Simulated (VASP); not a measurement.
# BaTiO3 (R3m) in VASP: a series of runs, part 2 of 2

VASP 6.6.1.

### 4 Single point, PBE+U (atoms displaced along a vibrational mode)

INCAR

```
SYSTEM = BaTiO3
PREC     = Accurate       ! precision mode
ENCUT    = 520            ! plane-wave cutoff, eV
EDIFF    = 1E-6           ! SCF threshold, eV
ISMEAR   = 0              ! smearing method
SIGMA    = 0.01           ! smearing width, eV
LREAL    = .False.        ! projectors in reciprocal space
LASPH    = .True.         ! aspherical terms in the spheres
NELM     = 150            ! most SCF steps
ALGO     = Normal         ! electronic algorithm
ISIF     = 2              ! what is computed and relaxed
LWAVE    = .False.        ! write WAVECAR
LCHARG   = .True.         ! write CHGCAR
LMAXMIX  = 4              ! l up to which the mixer works
LDAU     = .True.         ! DFT+U
LDAUTYPE = 2            
LDAUL    = -1 2 -1        ! shell
LDAUU    = 0 4 0          ! U, eV
LDAUJ    = 0 0 0        
LDAUPRINT= 1            
GGA      = PE             ! functional
LELF     = .True.         ! ELF
LVHAR    = .True.       
NBANDS   = 28             ! bands
```

KPOINTS

```
Automatic mesh
0
Gamma
  6 6 6
  0 0 0
```

POSCAR

```
BaTiO3
1.0
    2.8603720851      1.6514365933      2.3460535783
   -2.8603720851      1.6514365933      2.3460535783
    0.0000000000     -3.3028731867      2.3460535783
Ba Ti O
1 1 3
Direct
    0.0026800181      0.0026800181      0.0026800181
    0.5082455961      0.5082455961      0.5082455961
    0.4958834958      0.4958834958      0.9916224348
    0.4958834958      0.9916224348      0.4958834958
    0.9916224348      0.4958834958      0.4958834958
```

Potentials or basis: VASP PAW PBE potentials, release 64 (Ba_sv, Ti_sv, O).

Command:

```
$ cat potpaw_PBE.64/Ba_sv/POTCAR potpaw_PBE.64/Ti_sv/POTCAR potpaw_PBE.64/O/POTCAR > POTCAR
$ mpirun -np 1 vasp_std > vasp.out
```

OUTCAR:

```text
SYSTEM = BaTiO3
   PREC = Accurate
   ENCUT = 520
   EDIFF = 1E-6
   ISMEAR = 0
   LREAL = .False.
   LASPH = .True.
   NELM = 150
   ISIF = 2
   GGA = PE

 ion  position               nearest neighbor table
   1  0.003  0.003  0.003-   3 2.83   4 2.83   5 2.83   3 2.86   3 2.86   5 2.86   4 2.86   4 2.86
                             5 2.86   3 2.91   4 2.91   5 2.91   2 3.48   2 3.49   2 3.49   2 3.49
   2  0.508  0.508  0.508-   4 1.96   5 1.96   3 1.96   4 2.09   5 2.09   3 2.09   1 3.48   1 3.49
                             1 3.49   1 3.49   1 3.52   1 3.52   1 3.52   1 3.56
   3  0.496  0.496  0.992-   2 1.96   2 2.09   1 2.83   1 2.86   1 2.86   1 2.91
   4  0.496  0.992  0.496-   2 1.96   2 2.09   1 2.83   1 2.86   1 2.86   1 2.91
   5  0.992  0.496  0.496-   2 1.96   2 2.09   1 2.83   1 2.86   1 2.86   1 2.91

  LATTYP: Found a trigonal (rhomboedric) cell.
 ALAT       =     4.0512885208
 COS(alpha) =     0.0030148013

  Lattice vectors:

 A1 = (   2.8603720851,   1.6514365933,   2.3460535783)
 A2 = (  -2.8603720851,   1.6514365933,   2.3460535783)
 A3 = (   0.0000000000,  -3.3028731867,   2.3460535783)

[... 217 lines left out ...]
 E-fermi :   3.8504     XC(G=0): -11.0729

 val. band max:        3.6778370884   @ k =   0.5000   0.5000   0.5000
 cond. band min:       5.9647625229   @ k =   0.0000   0.0000   0.0000
 fundamental gap:      2.2869254345
 Fermi energy:         3.8503686252

 k-point     1 :       0.0000    0.0000    0.0000
  band No.  band energies     occupation
      1     -54.1278      2.00000
      2     -30.2816      2.00000
      3     -30.2801      2.00000
      4     -30.2801      2.00000
      5     -21.2222      2.00000
      6     -13.1713      2.00000
[... 733 lines left out ...]
     27      11.6549      0.00000
     28      12.0633      0.00000

 [... further k-points ...]

------------------------ aborting loop because EDIFF is reached ----------------------------------------

  FORCE on cell =-STRESS in cart. coord.  units (eV):
  Direction    XX          YY          ZZ          XY          YZ          ZX
  --------------------------------------------------------------------------------------
  -------------------------------------------------------------------------------------
  Total        0.7484941      0.7484941      0.4071892     -0.0000000     -0.0000000      0.0000000
  in kB       18.0353833     18.0353833      9.8114517     -0.0000000     -0.0000000      0.0000000
  external PRESSURE =      15.2940727 kB  Pullay stress =       0.0000000 kB

 VOLUME and BASIS-vectors are now :
 -----------------------------------------------------------------------------
  energy-cutoff  :      520.00
  volume of cell :       66.49
      direct lattice vectors                 reciprocal lattice vectors
     2.860372085  1.651436593  2.346053578     0.174802433  0.100922232  0.142082575
    -2.860372085  1.651436593  2.346053578    -0.174802433  0.100922232  0.142082575
     0.000000000 -3.302873187  2.346053578     0.000000000 -0.201844464  0.142082575

 POSITION                                       TOTAL-FORCE (eV/Angst)
 -----------------------------------------------------------------------------------
      0.00000     -0.00000      0.01886         0.000000      0.000000     -0.021288
      0.00000     -0.00000      3.57711         0.000000      0.000000     -0.143750
      0.00000     -1.63736      4.65314         0.000000     -0.086877      0.055013
     -1.41800      0.81868      4.65314        -0.075238      0.043439      0.055013
      1.41800      0.81868      4.65314         0.075238      0.043439      0.055013
 -----------------------------------------------------------------------------------
    total drift:                                0.000000      0.000004     -0.001445

  FREE ENERGIE OF THE ION-ELECTRON SYSTEM (eV)
  ---------------------------------------------------
  free  energy   TOTEN  =       -37.3415255853 eV

  energy  without entropy=      -37.3415255853  energy(sigma->0) =      -37.34152559
```

OSZICAR:

```text
N       E                     dE             d eps       ncg     rms          rms(c)
DAV:   1     0.437303759705E+03    0.43730E+03   -0.20666E+04  1792   0.154E+03
DAV:   2    -0.367665344959E+01   -0.44098E+03   -0.42169E+03  2056   0.429E+02
DAV:   3    -0.473885231791E+02   -0.43712E+02   -0.43378E+02  2536   0.133E+02
DAV:   4    -0.493594089665E+02   -0.19709E+01   -0.19663E+01  2664   0.245E+01
DAV:   5    -0.494279659682E+02   -0.68557E-01   -0.68543E-01  2484   0.341E+00    0.227E+01
DAV:   6    -0.372439499747E+02    0.12184E+02   -0.57324E+01  2688   0.660E+01    0.882E+00
DAV:   7    -0.374007765717E+02   -0.15683E+00   -0.72926E+00  2264   0.160E+01    0.534E+00
DAV:   8    -0.373717252844E+02    0.29051E-01   -0.14136E+00  2216   0.101E+01    0.236E+00
DAV:   9    -0.373473231119E+02    0.24402E-01   -0.21806E-01  2140   0.410E+00    0.103E+00
DAV:  10    -0.373594273557E+02   -0.12104E-01   -0.11803E-01  2040   0.213E+00    0.112E+00
DAV:  11    -0.373421699618E+02    0.17257E-01   -0.81502E-02  2284   0.256E+00    0.234E-01
DAV:  12    -0.373415063570E+02    0.66360E-03   -0.38248E-03  2208   0.593E-01    0.588E-02
DAV:  13    -0.373415412870E+02   -0.34930E-04   -0.77591E-04  2520   0.180E-01    0.423E-02
DAV:  14    -0.373415257312E+02    0.15556E-04   -0.12128E-04  2320   0.754E-02    0.132E-02
DAV:  15    -0.373415335717E+02   -0.78404E-05   -0.28779E-05  2380   0.518E-02    0.216E-02
DAV:  16    -0.373415253393E+02    0.82324E-05   -0.25255E-05  2496   0.391E-02    0.405E-03
DAV:  17    -0.373415255853E+02   -0.24604E-06   -0.17473E-06  1656   0.845E-03
   1 F= -.37341526E+02 E0= -.37341526E+02  d E =-.143048-133
```

Wall time 28 s (1 thread of Intel Xeon 6975P-C (Granite Rapids), shared host); peak memory 0.2 GiB.

Results:

- Free energy: -37.3415 eV
- Pressure: 1.5 GPa
- Largest force: 0.144 eV/Å
- Band gap on the k mesh: 2.29 eV (least direct gap 2.56 eV)

Forces on the atoms (eV/Å):
```
Ba   0.000  0.000 -0.021
Ti   0.000  0.000 -0.144
O    0.000 -0.087  0.055
O   -0.075  0.043  0.055
O    0.075  0.043  0.055
```

Eigenvalues of the final occupation matrices:
| site | spin | trace | eigenvalues |
| --- | --- | --- | --- |
| site 2 d | 1 | 0.78 | 0.10 0.10 0.10 0.23 0.23 |
| site 2 d | 2 | 0.78 | 0.10 0.10 0.10 0.23 0.23 |

Caveat: the cell differs from its parent crystal (atoms displaced along a vibrational mode); spin-orbit coupling is left out, which moves the levels of the heavy elements. A k mesh can miss the band edges.

### 5 The runs side by side

| cell | gap on the mesh (eV) | pressure (GPa) | largest force (eV/Å) |
| --- | --- | --- | --- |
| as given, atomic positions A | 2.49 | 2.7 | 0.40 |
| as given, atomic positions B | 2.38 | 2.1 | 0.25 |
| as given, atomic positions C | 2.29 | 1.5 | 0.14 |

Alike in all rows: task single point; level PBE+U; potentials or basis VASP PAW PBE potentials, release 64 (Ba_sv, Ti_sv, O); no spin polarisation; Ti d U = 4.0 eV; k mesh 6 × 6 × 6; cutoff (eV) 520; smearing gaussian 0.01 eV.

Caveats: spin-orbit coupling is left out, which moves the levels of the heavy elements.

Absolute energies hang on the potentials; compare differences alone.
